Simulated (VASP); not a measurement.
# MgO (Periclase) (Fm-3m) in VASP: further runs

Runs on MgO (Periclase). Level: PBE. Tasks: single point.

Program: VASP 6.6.1. These are calculated values, not measurements. Logs are shortened: lines on timing, memory, paths and dates and some standing lists are left out, and cuts for length are marked.

**Experimental background.**

“Electronic structure of alkaline earth and post-transition metal oxides”, 2009, arxiv:0908.1581 quotes, for a bulk crystal of MgO: band gap 7.83 eV.

The results are compared with them further down.

## Step 1: The cell of the first run

Symmetry: Fm-3m, No. 225, cubic system. The conventional cell has a = 4.231 Å, b = 4.231 Å, c = 4.231 Å, α = 90.00°, β = 90.00°, γ = 90.00°. Mg (site symmetry m-3m) has 6 O at 2.12 Å within 2.8 Å. Within 2.8 Å of O (site symmetry m-3m) lie 6 Mg at 2.12 Å.

## Step 2: Single point, PBE

INCAR reads:

```
SYSTEM = MgO
PREC     = Accurate       ! precision mode
ENCUT    = 600            ! plane-wave cutoff, eV
EDIFF    = 1E-6           ! SCF threshold, eV
ISMEAR   = 0              ! smearing method
SIGMA    = 0.01           ! smearing width, eV
LREAL    = .FALSE.        ! projectors in reciprocal space
LASPH    = .TRUE.         ! aspherical terms in the spheres
NELM     = 120            ! most SCF steps
ALGO     = Normal         ! electronic algorithm
ISIF     = 2              ! what is computed and relaxed
LWAVE    = .FALSE.        ! write WAVECAR
LCHARG   = .FALSE.        ! write CHGCAR
GGA      = PE             ! functional
NBANDS   = 11             ! bands
GGA_COMPAT= .FALSE.
```

KPOINTS reads:

```
Automatic mesh
0
G
  8 8 8
  0 0 0
```

POSCAR reads:

```
MgO
1.0
    0.0000000000      2.1155050348      2.1155050348
    2.1155050348      0.0000000000      2.1155050348
    2.1155050348      2.1155050348      0.0000000000
Mg O
1 1
Direct
    0.0000000000      0.0000000000      0.0000000000
    0.5000000000      0.5000000000      0.5000000000
```

Potentials or basis: VASP PAW PBE potentials, release 64 (Mg, O).

The run is started by

```bash
$ cat potpaw_PBE.64/Mg/POTCAR potpaw_PBE.64/O/POTCAR > POTCAR
$ mpirun -np 1 vasp_std > vasp.out
```

OUTCAR:

```text
SYSTEM = MgO
   PREC = Accurate
   ENCUT = 600
   EDIFF = 1E-6
   ISMEAR = 0
   LREAL = .FALSE.
   LASPH = .TRUE.
   NELM = 120
   ISIF = 2
   GGA = PE

 ion  position               nearest neighbor table
   1  0.000  0.000  0.000-   2 2.12   2 2.12   2 2.12   2 2.12   2 2.12   2 2.12
   2  0.500  0.500  0.500-   1 2.12   1 2.12   1 2.12   1 2.12   1 2.12   1 2.12

  LATTYP: Found a face centered cubic cell.
 ALAT       =     4.2310100696

  Lattice vectors:

 A1 = (   0.0000000000,   2.1155050348,   2.1155050348)
 A2 = (   2.1155050348,   0.0000000000,   2.1155050348)
 A3 = (   2.1155050348,   2.1155050348,   0.0000000000)

Analysis of symmetry for initial positions (statically):
=====================================================================
 Subroutine PRICEL returns:
 Original cell was already a primitive cell.

 Routine SETGRP: Setting up the symmetry group for a
 face centered cubic supercell.

 Subroutine GETGRP returns: Found 48 space group operations
 (whereof 48 operations were pure point group operations)
 out of a pool of 48 trial point group operations.

The static configuration has the point symmetry O_h .

Analysis of symmetry for dynamics (positions and initial velocities):
=====================================================================
 Subroutine PRICEL returns:
 Original cell was already a primitive cell.

 Routine SETGRP: Setting up the symmetry group for a
 face centered cubic supercell.

 Subroutine GETGRP returns: Found 48 space group operations
 (whereof 48 operations were pure point group operations)
 out of a pool of 48 trial point group operations.

The dynamic configuration has the point symmetry O_h .

 Subroutine INISYM returns: Found 48 space group operations
 (whereof 48 operations are pure point group operations),
 and found     1 'primitive' translations

----------------------------------------------------------------------------------------

                                     Primitive cell

  volume of cell :      18.9353

  direct lattice vectors                    reciprocal lattice vectors
     0.000000000  2.115505035  2.115505035    -0.236350182  0.236350182  0.236350182
     2.115505035  0.000000000  2.115505035     0.236350182 -0.236350182  0.236350182
     2.115505035  2.115505035  0.000000000     0.236350182  0.236350182 -0.236350182

  length of vectors
     2.991775911  2.991775911  2.991775911     0.409370524  0.409370524  0.409370524

  position of ions in fractional coordinates (direct lattice)
     0.000000000  0.000000000  0.000000000
     0.500000000  0.500000000  0.500000000

  ion indices of the primitive-cell ions
   primitive index   ion index
                 1           1
                 2           2

----------------------------------------------------------------------------------------

 KPOINTS: Automatic mesh

Automatic generation of k-mesh.
 Grid dimensions read from file:
 generate k-points for:    8    8    8

 Generating k-lattice:

  Cartesian coordinates                     Fractional coordinates (reciprocal lattice)
    -0.029543773  0.029543773  0.029543773     0.125000000  0.000000000  0.000000000
     0.029543773 -0.029543773  0.029543773     0.000000000  0.125000000  0.000000000
     0.029543773  0.029543773 -0.029543773     0.000000000  0.000000000  0.125000000

  Length of vectors
     0.051171315  0.051171315  0.051171315

  Shift w.r.t. Gamma in fractional coordinates (k-lattice)
     0.000000000  0.000000000  0.000000000

 Subroutine IBZKPT returns following result:
 ===========================================

 Found     29 irreducible k-points:

 Following reciprocal coordinates:
            Coordinates               Weight
  0.000000  0.000000  0.000000      1.000000
  0.125000  0.000000  0.000000      8.000000
  0.250000  0.000000  0.000000      8.000000
  0.375000  0.000000  0.000000      8.000000
  0.500000  0.000000  0.000000      4.000000
  0.125000  0.125000  0.000000      6.000000
[... 16 lines left out ...]
  0.500000  0.250000  0.125000     48.000000
 -0.375000  0.250000  0.125000     24.000000
 [... further k-points ...]
   k-points           NKPTS =     29   k-points in BZ     NKDIM =     29   number of bands    NBANDS=     11
   number of dos      NEDOS =    301   number of ions     NIONS =      2
   total plane-waves  NPLWV =  13824
   dimension x,y,z NGX =    24 NGY =   24 NGZ =   24
   dimension x,y,z NGXF=    48 NGYF=   48 NGZF=   48
   ions per type =               1   1
   NGX,Y,Z   is equivalent  to a cutoff of  13.34, 13.34, 13.34 a.u.
   NGXF,Y,Z  is equivalent  to a cutoff of  26.67, 26.67, 26.67 a.u.
 SYSTEM =  MgO
   PREC   = accura    normal or accurate (medium, high low for compatibility)
   ISTART =      0    job   : 0-new  1-cont  2-samecut
   ICHARG =      2    charge: 1-file 2-atom 10-const
   ISPIN  =      1    spin polarized calculation?
   LNONCOLLINEAR =      F non collinear calculations
   LSORBIT =      F    spin-orbit coupling
   LASPH  =      T    aspherical Exc in radial PAW
   ENCUT  =  600.0 eV  44.10 Ry    6.64 a.u.   5.98  5.98  5.98*2*pi/ulx,y,z
   NELM   =    120;   NELMIN=  2; NELMDL= -5     # of ELM steps
   EDIFF  = 0.1E-05   stopping-criterion for ELM
   LREAL  =      F    real-space projection
[... 7 lines left out ...]
   TEBEG  =    0.0;   TEEND  =   0.0 temperature during run
   PSTRESS=    0.0 pullay stress
   NELECT =       8.0000    total number of electrons
   NUPDOWN=      -1.0000    fix difference up-down
   EMIN   =  10.00;   EMAX   =-10.00  energy-range for DOS
   EFERMI =   0.00;   METHOD = LEGACY
   ISMEAR =     0;   SIGMA  =   0.01  broadening in eV -4-tet -1-fermi 0-gaus
   EFERMI_NEDOS =   21; number of points for ismear=-14 and -15
   IALGO  =     38    algorithm
   IMIX   =      4    mixing-type and parameters
     AMIX     =   0.40;   BMIX     =  1.00
     AMIX_MAG =   1.60;   BMIX_MAG =  1.00
  volume/ion in A,a.u.               =       9.47        63.89
  Fermi-wavevector in a.u.,A,eV,Ry     =   1.228422  2.321380 20.531457  1.509020
  Thomas-Fermi vector in A             =   2.363348
   LORBIT       =      0    0 simple, 1 ext, 2 COOP (PROOUT), +10 PAW based schemes
   GGA     = PE    functional components
   LHFCALC =     F    Hartree Fock is set to
   AEXX    =    0.0000 exact exchange contribution
   IVDW    =     0    specifies the selected vdW correction
   LEPSILON=     F    determine dielectric tensor
   LRPA    =     F    only Hartree local field effects (RPA)
 non-spin polarized calculation
 Gauss-broadening in eV      SIGMA  =   0.01
  energy-cutoff  :      600.00
  volume of cell :       18.94
 maximum number of plane-waves:       648
   NGX = 11   NGY = 11   NGZ = 11

 number of electron       8.0000005 magnetization

 Free energy of the ion-electron system (eV)
  ---------------------------------------------------
  ext. energy  EPLUGINS =         0.00000000
  ---------------------------------------------------
  free energy    TOTEN  =       -11.91361654 eV

  energy without entropy =      -11.91361654  energy(sigma->0) =      -11.91361654

 E-fermi :   3.2417     XC(G=0): -11.0146

 val. band max:        3.0847928286   @ k =   0.0000   0.0000   0.0000
 cond. band min:       7.6824374271   @ k =   0.0000   0.0000   0.0000
 fundamental gap:      4.5976445986
 Fermi energy:         3.2416608540

 k-point     1 :       0.0000    0.0000    0.0000
  band No.  band energies     occupation
      1     -14.1093      2.00000
      2       3.0848      2.00000
      3       3.0848      2.00000
      4       3.0848      2.00000
      5       7.6824      0.00000
      6      18.8105      0.00000
      7      18.8105      0.00000
      8      18.8105      0.00000
      9      22.6907      0.00000
     10      24.4506      0.00000
     11      24.4506      0.00000

 k-point     2 :       0.1250    0.0000    0.0000
  band No.  band energies     occupation
      1     -13.9501      2.00000
      2       2.1355      2.00000
      3       2.9840      2.00000
      4       2.9840      2.00000
      5       8.5983      0.00000
      6      17.1352      0.00000
      7      19.1611      0.00000
      8      19.1611      0.00000
      9      23.4604      0.00000
     10      23.4604      0.00000
     11      24.8051      0.00000

 k-point     3 :       0.2500    0.0000    0.0000
  band No.  band energies     occupation
      1     -13.5367      2.00000
      2       0.4515      2.00000
      3       2.7520      2.00000
      4       2.7520      2.00000
      5      10.0509      0.00000
      6      15.5748      0.00000
      7      19.6279      0.00000
      8      19.6279      0.00000
      9      23.0722      0.00000
     10      23.0722      0.00000
     11      24.8558      0.00000

 k-point     4 :       0.3750    0.0000    0.0000
  band No.  band energies     occupation
      1     -13.0718      2.00000
      2      -0.9330      2.00000
      3       2.5338      2.00000
      4       2.5338      2.00000
      5      10.7896      0.00000
      6      15.3334      0.00000
      7      19.4324      0.00000
      8      19.4324      0.00000
      9      24.0779      0.00000
     10      24.3783      0.00000
     11      24.3783      0.00000
[... 239 lines left out ...]
 k-point    22 :       0.3750    0.2500    0.1250
  band No.  band energies     occupation
      1     -13.2407      2.00000
      2       0.1012      2.00000
      3       1.9516      2.00000
      4       2.4821      2.00000
      5      11.4435      0.00000
      6      14.5175      0.00000
      7      18.0157      0.00000
      8      20.4742      0.00000
      9      21.0724      0.00000
     10      25.3670      0.00000
     11      28.6817      0.00000

 k-point    23 :       0.5000    0.2500    0.1250
  band No.  band energies     occupation
      1     -12.8746      2.00000
      2      -0.5757      2.00000
      3       1.3852      2.00000
      4       2.2340      2.00000
      5      12.4661      0.00000
      6      14.6450      0.00000
      7      16.8580      0.00000
      8      20.0656      0.00000
      9      22.6232      0.00000
     10      25.3179      0.00000
     11      28.8868      0.00000

 k-point    24 :      -0.3750    0.2500    0.1250
  band No.  band energies     occupation
      1     -12.7122      2.00000
      2      -0.8625      2.00000
      3       1.1806      2.00000
      4       2.1163      2.00000
      5      12.6627      0.00000
      6      15.1536      0.00000
      7      16.4342      0.00000
      8      19.8194      0.00000
      9      23.4539      0.00000
     10      24.9829      0.00000
     11      29.0307      0.00000

 [... further k-points ...]
[... 5 lines left out ...]
  --------------------------------------------------------------------------------------
  -------------------------------------------------------------------------------------
  Total        0.1767499      0.1767499      0.1767499      0.0000000      0.0000000      0.0000000
  in kB       14.9553810     14.9553810     14.9553810      0.0000000      0.0000000      0.0000000
  external PRESSURE =      14.9553810 kB  Pullay stress =       0.0000000 kB

 VOLUME and BASIS-vectors are now :
 -----------------------------------------------------------------------------
  energy-cutoff  :      600.00
  volume of cell :       18.94
      direct lattice vectors                 reciprocal lattice vectors
     0.000000000  2.115505035  2.115505035    -0.236350182  0.236350182  0.236350182
     2.115505035  0.000000000  2.115505035     0.236350182 -0.236350182  0.236350182
     2.115505035  2.115505035  0.000000000     0.236350182  0.236350182 -0.236350182

 POSITION                                       TOTAL-FORCE (eV/Angst)
 -----------------------------------------------------------------------------------
      0.00000      0.00000      0.00000         0.000000      0.000000      0.000000
      2.11551      2.11551      2.11551         0.000000      0.000000      0.000000
 -----------------------------------------------------------------------------------
    total drift:                               -0.000000     -0.000000      0.000000

  FREE ENERGIE OF THE ION-ELECTRON SYSTEM (eV)
  ---------------------------------------------------
  free  energy   TOTEN  =       -11.9136165358 eV

  energy  without entropy=      -11.9136165358  energy(sigma->0) =      -11.91361654
```

Run time: 13 s. Hardware: 1 thread of Intel Xeon 8259CL, shared host; peak memory 0.14 GiB.

Results:

```yaml
Free_energy: -11.9136 eV
Pressure: 1.5 GPa
Band_gap_on_the_k_mesh: 4.60 eV, direct
```

## Step 3: Single point, PBE

This run uses another cell than the first one, of 9.75 Å³/atom, 1.030 times its volume.

INCAR reads:

```
SYSTEM = MgO
ALGO = Normal
EDIFF = 1E-6
ENCUT = 600
GGA = PE
GGA_COMPAT = .False.
ISIF = 2
ISMEAR = 0
LASPH = .True.
LCHARG = .True.
LELF = .True.
LREAL = .False.
LVHAR = .True.
LWAVE = .False.
NBANDS = 11
NELM = 120
PREC = Accurate
SIGMA = 0.01
```

KPOINTS reads:

```
k-points
0
Gamma
  8 8 8
  0 0 0
```

POSCAR reads:

```
MgO
1.0
    0.0000000000      2.1362466030      2.1362466030
    2.1362466030      0.0000000000      2.1362466030
    2.1362466030      2.1362466030      0.0000000000
Mg O
1 1
Direct
    0.0000000000      0.0000000000      0.0000000000
    0.5000000000      0.5000000000      0.5000000000
```

Potentials or basis: VASP PAW PBE potentials, release 64 (Mg, O).

The run is started by

```bash
$ cat potpaw_PBE.64/Mg/POTCAR potpaw_PBE.64/O/POTCAR > POTCAR
$ mpirun -np 1 vasp_std > vasp.out
```

Run time: 11 s. Hardware: 1 thread of Intel Xeon 8259CL, shared host; peak memory 0.14 GiB.

The run converged. Its results:

- Free energy: -11.9124 eV
- Pressure: -2.9 GPa
- Band gap on the k mesh: 4.32 eV, direct

Levels at points of the mesh, in eV from the valence-band top:
| k point | band 2 | band 3 | band 4 | band 5 | band 6 | band 7 |
| --- | --- | --- | --- | --- | --- | --- |
| (0.00, 0.00, 0.00) | 0.00 | 0.00 | 0.00 | 4.32 | 15.56 | 15.56 |
| (0.50, 0.00, 0.00) | -4.43 | -0.61 | -0.61 | 7.63 | 12.12 | 15.88 |
| (0.50, 0.50, 0.00) | -3.91 | -1.29 | -1.29 | 9.07 | 9.51 | 12.65 |

(Part 1 of 2 ends here.)
